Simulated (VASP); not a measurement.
# MgS (I4/mmm) in VASP: further runs

MgS is run at these levels: PBEsol; tasks: single point.

All numbers are computed with VASP 6.6.1; they aren't measurements. Logs are shortened: lines on timing, memory, paths and dates and some standing lists are left out, and cuts for length are marked.

## Step 1: The cell of the first run

Symmetry: I4/mmm, No. 139, tetragonal system. The conventional cell has a = 3.734 Å, b = 3.734 Å, c = 5.203 Å, α = 90.00°, β = 90.00°, γ = 90.00°. Within 3.4 Å of Mg (site symmetry 4/mmm) lie 6 S at 2.60 to 2.64 Å. S (site symmetry 4/mmm) has 6 Mg at 2.60 to 2.64 Å within 3.4 Å.

## Step 2: Single point, PBEsol (strain +0.015 along x and y, +0.000 along z)

Contents of INCAR:

```
ALGO = Normal
EDIFF = 1E-6
ENCUT = 520
GGA = PS
ISIF = 2
ISMEAR = 0
LASPH = T
LCHARG = F
LREAL = F
LWAVE = F
NBANDS = 11
NELM = 80
PREC = Accurate
SIGMA = 0.05
```

Contents of KPOINTS:

```
k-points
0
Gamma
  8 8 8
```

Contents of POSCAR:

```
MgS
1.0
    0.0000000000      2.6406747500      2.6016500000
    2.6406747500      0.0000000000      2.6016500000
    2.6406747500      2.6406747500      0.0000000000
Mg S
1 1
Direct
    0.0000000000      0.0000000000      0.0000000000
    0.5000000000      0.5000000000      0.5000000000
```

Potentials or basis: VASP PAW PBE potentials, release 64 (Mg, S).

Launch:

```sh
cat potpaw_PBE.64/Mg/POTCAR potpaw_PBE.64/S/POTCAR > POTCAR
mpirun -np 1 vasp_std > vasp.out
```

OUTCAR:

```text
EDIFF = 1E-6
   ENCUT = 520
   GGA = PS
   ISIF = 2
   ISMEAR = 0
   LASPH = T
   LREAL = F
   NELM = 80
   PREC = Accurate

 ion  position               nearest neighbor table
   1  0.000  0.000  0.000-   2 2.60   2 2.60   2 2.64   2 2.64   2 2.64   2 2.64
   2  0.500  0.500  0.500-   1 2.60   1 2.60   1 2.64   1 2.64   1 2.64   1 2.64

  LATTYP: Found a body centered tetragonal cell.
 ALAT       =     3.7344780453
 C/A-ratio  =     1.3933138546

  Lattice vectors:

 A1 = (   0.0000000000,  -2.6406747500,  -2.6016500000)
 A2 = (   0.0000000000,   2.6406747500,  -2.6016500000)
 A3 = (   2.6406747500,   0.0000000000,   2.6016500000)

Analysis of symmetry for initial positions (statically):
=====================================================================
 Subroutine PRICEL returns:
 Original cell was already a primitive cell.

 Routine SETGRP: Setting up the symmetry group for a
 body centered tetragonal supercell.

 Subroutine GETGRP returns: Found 16 space group operations
 (whereof 16 operations were pure point group operations)
 out of a pool of 16 trial point group operations.

The static configuration has the point symmetry D_4h.

Analysis of symmetry for dynamics (positions and initial velocities):
=====================================================================
 Subroutine PRICEL returns:
 Original cell was already a primitive cell.

 Routine SETGRP: Setting up the symmetry group for a
 body centered tetragonal supercell.

 Subroutine GETGRP returns: Found 16 space group operations
 (whereof 16 operations were pure point group operations)
 out of a pool of 16 trial point group operations.

The dynamic configuration has the point symmetry D_4h.

 Subroutine INISYM returns: Found 16 space group operations
 (whereof 16 operations are pure point group operations),
 and found     1 'primitive' translations

----------------------------------------------------------------------------------------

                                     Primitive cell

  volume of cell :      36.2835

  direct lattice vectors                    reciprocal lattice vectors
     0.000000000  2.640674750  2.601650000    -0.189345545  0.189345545  0.192185728
     2.640674750  0.000000000  2.601650000     0.189345545 -0.189345545  0.192185728
     2.640674750  2.640674750  0.000000000     0.189345545  0.189345545 -0.192185728

  length of vectors
     3.706986088  3.706986088  3.734478045     0.329604043  0.329604043  0.329604043

  position of ions in fractional coordinates (direct lattice)
     0.000000000  0.000000000  0.000000000
     0.500000000  0.500000000  0.500000000

  ion indices of the primitive-cell ions
   primitive index   ion index
                 1           1
                 2           2

----------------------------------------------------------------------------------------

 KPOINTS: k-points

Automatic generation of k-mesh.
 Grid dimensions read from file:
 generate k-points for:    8    8    8

 Generating k-lattice:

  Cartesian coordinates                     Fractional coordinates (reciprocal lattice)
    -0.023668193  0.023668193  0.024023216     0.125000000  0.000000000  0.000000000
     0.023668193 -0.023668193  0.024023216     0.000000000  0.125000000  0.000000000
     0.023668193  0.023668193 -0.024023216    -0.000000000 -0.000000000  0.125000000

  Length of vectors
     0.041200505  0.041200505  0.041200505

  Shift w.r.t. Gamma in fractional coordinates (k-lattice)
     0.000000000  0.000000000  0.000000000

 Subroutine IBZKPT returns following result:
 ===========================================

 Found     59 irreducible k-points:

 Following reciprocal coordinates:
            Coordinates               Weight
  0.000000  0.000000  0.000000      1.000000
  0.125000  0.000000  0.000000      8.000000
  0.250000  0.000000  0.000000      8.000000
  0.375000  0.000000  0.000000      8.000000
  0.500000  0.000000  0.000000      4.000000
  0.125000  0.125000  0.000000      2.000000
[... 16 lines left out ...]
  0.250000  0.000000  0.125000     16.000000
  0.375000  0.000000  0.125000     16.000000
 [... further k-points ...]
   k-points           NKPTS =     59   k-points in BZ     NKDIM =     59   number of bands    NBANDS=     11
   number of dos      NEDOS =    301   number of ions     NIONS =      2
   total plane-waves  NPLWV =  21952
   dimension x,y,z NGX =    28 NGY =   28 NGZ =   28
   dimension x,y,z NGXF=    56 NGYF=   56 NGZF=   56
   ions per type =               1   1
   NGX,Y,Z   is equivalent  to a cutoff of  12.56, 12.56, 12.46 a.u.
   NGXF,Y,Z  is equivalent  to a cutoff of  25.11, 25.11, 24.93 a.u.
 SYSTEM =  unknown system
   PREC   = accura    normal or accurate (medium, high low for compatibility)
   ISTART =      0    job   : 0-new  1-cont  2-samecut
   ICHARG =      2    charge: 1-file 2-atom 10-const
   ISPIN  =      1    spin polarized calculation?
   LNONCOLLINEAR =      F non collinear calculations
   LSORBIT =      F    spin-orbit coupling
   LASPH  =      T    aspherical Exc in radial PAW
   ENCUT  =  520.0 eV  38.22 Ry    6.18 a.u.   6.89  6.89  6.94*2*pi/ulx,y,z
   NELM   =     80;   NELMIN=  2; NELMDL= -5     # of ELM steps
   EDIFF  = 0.1E-05   stopping-criterion for ELM
   LREAL  =      F    real-space projection
   EDIFFG = 0.1E-04   stopping-criterion for IOM
   NSW    =      0    number of steps for IOM
   IBRION =     -1    ionic relax: 0-MD 1-quasi-New 2-CG
   NFREE  =      0    steps in history (QN), initial steepest desc. (CG)
   ISIF   =      2    stress and relaxation
   ISYM   =      2    0-nonsym 1-usesym 2-fastsym
   POTIM  = 0.5000    time-step for ionic-motion
   TEBEG  =    0.0;   TEEND  =   0.0 temperature during run
   PSTRESS=    0.0 pullay stress
   NELECT =       8.0000    total number of electrons
   NUPDOWN=      -1.0000    fix difference up-down
   EMIN   =  10.00;   EMAX   =-10.00  energy-range for DOS
   EFERMI =   0.00;   METHOD = LEGACY
   ISMEAR =     0;   SIGMA  =   0.05  broadening in eV -4-tet -1-fermi 0-gaus
   EFERMI_NEDOS =   21; number of points for ismear=-14 and -15
   IALGO  =     38    algorithm
   IMIX   =      4    mixing-type and parameters
     AMIX     =   0.40;   BMIX     =  1.00
     AMIX_MAG =   1.60;   BMIX_MAG =  1.00
  volume/ion in A,a.u.               =      18.14       122.43
  Fermi-wavevector in a.u.,A,eV,Ry     =   0.989013  1.868963 13.308490  0.978146
  Thomas-Fermi vector in A             =   2.120581
   LORBIT       =      0    0 simple, 1 ext, 2 COOP (PROOUT), +10 PAW based schemes
   GGA     = PS    functional components
   LHFCALC =     F    Hartree Fock is set to
   AEXX    =    0.0000 exact exchange contribution
   IVDW    =     0    specifies the selected vdW correction
   LEPSILON=     F    determine dielectric tensor
   LRPA    =     F    only Hartree local field effects (RPA)
 non-spin polarized calculation
 Gauss-broadening in eV      SIGMA  =   0.05
  energy-cutoff  :      520.00
  volume of cell :       36.28
 maximum number of plane-waves:       990
   NGX = 13   NGY = 13   NGZ = 13

 number of electron       8.0000001 magnetization

 Free energy of the ion-electron system (eV)
  ---------------------------------------------------
  ext. energy  EPLUGINS =         0.00000000
  ---------------------------------------------------
  free energy    TOTEN  =        -9.05748545 eV

  energy without entropy =       -9.05748545  energy(sigma->0) =       -9.05748545

 E-fermi :   3.6950     XC(G=0):  -9.7138

 val. band max:        3.4356830075   @ k =   0.0000   0.0000   0.0000
 cond. band min:       6.0095169995   @ k =   0.5000   0.5000   0.0000
 fundamental gap:      2.5738339919
 Fermi energy:         3.6949969217

 k-point     1 :       0.0000    0.0000    0.0000
  band No.  band energies     occupation
      1      -9.1028      2.00000
      2       3.3686      2.00000
      3       3.4357      2.00000
      4       3.4357      2.00000
      5       6.7790      0.00000
      6      11.2352      0.00000
      7      11.2352      0.00000
      8      11.3859      0.00000
      9      13.5885      0.00000
     10      13.7898      0.00000
     11      15.6397      0.00000

 k-point     2 :       0.1250    0.0000    0.0000
  band No.  band energies     occupation
      1      -8.9572      2.00000
      2       2.3607      2.00000
      3       3.3029      2.00000
      4       3.3312      2.00000
      5       7.6029      0.00000
      6      10.9282      0.00000
      7      11.4625      0.00000
      8      11.5815      0.00000
      9      12.9411      0.00000
     10      13.0878      0.00000
     11      15.7583      0.00000

 k-point     3 :       0.2500    0.0000    0.0000
  band No.  band energies     occupation
      1      -8.5644      2.00000
      2       0.6364      2.00000
      3       3.1039      2.00000
      4       3.1067      2.00000
      5       8.1293      0.00000
      6      11.0312      0.00000
      7      11.2019      0.00000
      8      11.4685      0.00000
      9      13.5678      0.00000
     10      13.5833      0.00000
     11      14.9804      0.00000

 k-point     4 :       0.3750    0.0000    0.0000
  band No.  band energies     occupation
      1      -8.0876      2.00000
      2      -0.7659      2.00000
      3       2.9042      2.00000
      4       2.9335      2.00000
      5       7.8995      0.00000
      6      10.3689      0.00000
      7      10.5350      0.00000
      8      12.8184      0.00000
      9      14.6951      0.00000
     10      15.4845      0.00000
     11      15.5314      0.00000

 k-point     5 :       0.5000    0.0000    0.0000
  band No.  band energies     occupation
      1      -7.8523      2.00000
      2      -1.3249      2.00000
      3       2.8279      2.00000
      4       2.8673      2.00000
      5       7.7681      0.00000
      6      10.1261      0.00000
      7      10.2873      0.00000
      8      13.1614      0.00000
      9      15.2228      0.00000
     10      17.6164      0.00000
     11      17.7579      0.00000
[... 211 lines left out ...]
 k-point    21 :       0.5000    0.5000    0.0000
  band No.  band energies     occupation
      1      -7.4620      2.00000
      2      -0.6828      2.00000
      3       1.7290      2.00000
      4       1.7290      2.00000
      5       6.0095      0.00000
      6       7.7084      0.00000
      7      15.0971      0.00000
      8      16.1742      0.00000
      9      16.3081      0.00000
     10      16.3081      0.00000
     11      19.0514      0.00000

 k-point    22 :       0.1250    0.0000    0.1250
  band No.  band energies     occupation
      1      -8.9118      2.00000
      2       2.4147      2.00000
      3       3.0528      2.00000
      4       3.1355      2.00000
      5       7.9383      0.00000
      6      10.2988      0.00000
      7      11.7353      0.00000
      8      11.9097      0.00000
      9      11.9890      0.00000
     10      13.9916      0.00000
     11      16.6579      0.00000

 k-point    23 :       0.2500    0.0000    0.1250
  band No.  band energies     occupation
      1      -8.6044      2.00000
      2       1.1271      2.00000
      3       2.8121      2.00000
      4       2.8834      2.00000
      5       8.6438      0.00000
      6      10.0994      0.00000
      7      10.6293      0.00000
      8      12.1195      0.00000
      9      13.0401      0.00000
     10      14.3500      0.00000
     11      16.4257      0.00000

 k-point    24 :       0.3750    0.0000    0.1250
  band No.  band energies     occupation
      1      -8.1499      2.00000
      2      -0.2698      2.00000
      3       2.5158      2.00000
      4       2.6575      2.00000
      5       8.5147      0.00000
      6       9.8442      0.00000
      7      11.3839      0.00000
      8      11.5251      0.00000
      9      14.5408      0.00000
     10      16.0484      0.00000
     11      16.0755      0.00000

 [... further k-points ...]
[... 5 lines left out ...]
  --------------------------------------------------------------------------------------
  -------------------------------------------------------------------------------------
  Total       -0.8255822     -0.8255822     -0.5239583      0.0000000     -0.0000000      0.0000000
  in kB      -36.4554299    -36.4554299    -23.1365511      0.0000000     -0.0000000      0.0000000
  external PRESSURE =     -32.0158037 kB  Pullay stress =       0.0000000 kB

 VOLUME and BASIS-vectors are now :
 -----------------------------------------------------------------------------
  energy-cutoff  :      520.00
  volume of cell :       36.28
      direct lattice vectors                 reciprocal lattice vectors
     0.000000000  2.640674750  2.601650000    -0.189345545  0.189345545  0.192185728
     2.640674750  0.000000000  2.601650000     0.189345545 -0.189345545  0.192185728
     2.640674750  2.640674750  0.000000000     0.189345545  0.189345545 -0.192185728

 POSITION                                       TOTAL-FORCE (eV/Angst)
 -----------------------------------------------------------------------------------
      0.00000      0.00000      0.00000        -0.000000      0.000000      0.000000
      2.64067      2.64067      2.60165         0.000000     -0.000000      0.000000
 -----------------------------------------------------------------------------------
    total drift:                                0.000000      0.000000      0.000000

  FREE ENERGIE OF THE ION-ELECTRON SYSTEM (eV)
  ---------------------------------------------------
  free  energy   TOTEN  =        -9.0574854502 eV

  energy  without entropy=       -9.0574854502  energy(sigma->0) =       -9.05748545
```

Wall time 17 s (1 thread of AMD EPYC 7R13, shared host); peak memory 0.17 GiB.

Results:

```
Free energy            : -9.0575 eV
Pressure               : -3.2 GPa
Band gap on the k mesh : 2.57 eV, indirect (least direct gap 3.34 eV)
```

Levels at points of the mesh, in eV from the valence-band top:
```
           k point  band 1  band 2  band 3  band 4  band 5  band 6  band 7  band 8
(0.00, 0.00, 0.00)  -12.54   -0.07    0.00    0.00    3.34    7.80    7.80    7.95
(0.50, 0.00, 0.00)  -11.29   -4.76   -0.61   -0.57    4.33    6.69    6.85    9.73
(0.50, 0.50, 0.00)  -10.90   -4.12   -1.71   -1.71    2.57    4.27   11.66   12.74
(0.50, 0.00, 0.50)  -10.95   -4.13   -1.71   -1.58    2.65    4.33   11.51   12.69
```

Caveat: the cell differs from its parent crystal (strain +0.015 along x and y, +0.000 along z); the PAW data sets were made with another functional, which shifts forces and pressure a little.

## Step 3: Single point, PBEsol (strain +0.015 along x and y, -0.015 along z)

Contents of INCAR:

```
PREC = Accurate
ENCUT = 520
EDIFF = 1E-6
ISMEAR = 0
SIGMA = 0.05
LREAL = False
LASPH = True
NELM = 60
ALGO = Normal
ISIF = 2
LWAVE = False
LCHARG = True
GGA = PS
LELF = True
LVHAR = True
NBANDS = 11
```

Contents of KPOINTS:

```
Automatic mesh
0
Gamma
  8 8 8
```

Contents of POSCAR:

```
MgS
1.0
    0.0000000000      2.6406747500      2.5626252500
    2.6406747500      0.0000000000      2.5626252500
    2.6406747500      2.6406747500      0.0000000000
Mg S
1 1
Direct
    0.0000000000      0.0000000000      0.0000000000
    0.5000000000      0.5000000000      0.5000000000
```

Potentials or basis: VASP PAW PBE potentials, release 64 (Mg, S).

Launch:

```sh
cat potpaw_PBE.64/Mg/POTCAR potpaw_PBE.64/S/POTCAR > POTCAR
mpirun -np 1 vasp_std > vasp.out
```

Run time: 17 s. Hardware: 1 thread of AMD EPYC 7R13, shared host; peak memory 0.17 GiB.

It converged, with:

- Free energy: -9.0614 eV
- Pressure: -2.1 GPa
- Band gap on the k mesh: 2.54 eV, indirect (least direct gap 3.44 eV)

Stress tensor (GPa, compression positive):
```
-3.07  0.00  0.00
 0.00 -3.07  0.00
 0.00  0.00 -0.06
```

Levels at points of the mesh, in eV from the valence-band top:
```
           k point  band 1  band 2  band 3  band 4  band 5  band 6  band 7  band 8
(0.00, 0.00, 0.00)  -12.65   -0.14    0.00    0.00    3.44    7.72    7.72    8.03
(0.50, 0.00, 0.00)  -11.36   -4.86   -0.67   -0.59    4.32    6.61    6.95    9.87
(0.50, 0.50, 0.00)  -10.92   -4.21   -1.81   -1.81    2.54    4.17   11.88   12.79
(0.50, 0.00, 0.50)  -11.03   -4.24   -1.80   -1.55    2.69    4.28   11.58   12.69
```

Caveat: the cell differs from its parent crystal (strain +0.015 along x and y, -0.015 along z); the PAW data sets were made with another functional, which shifts forces and pressure a little.

(Part 1 of 2 ends here.)
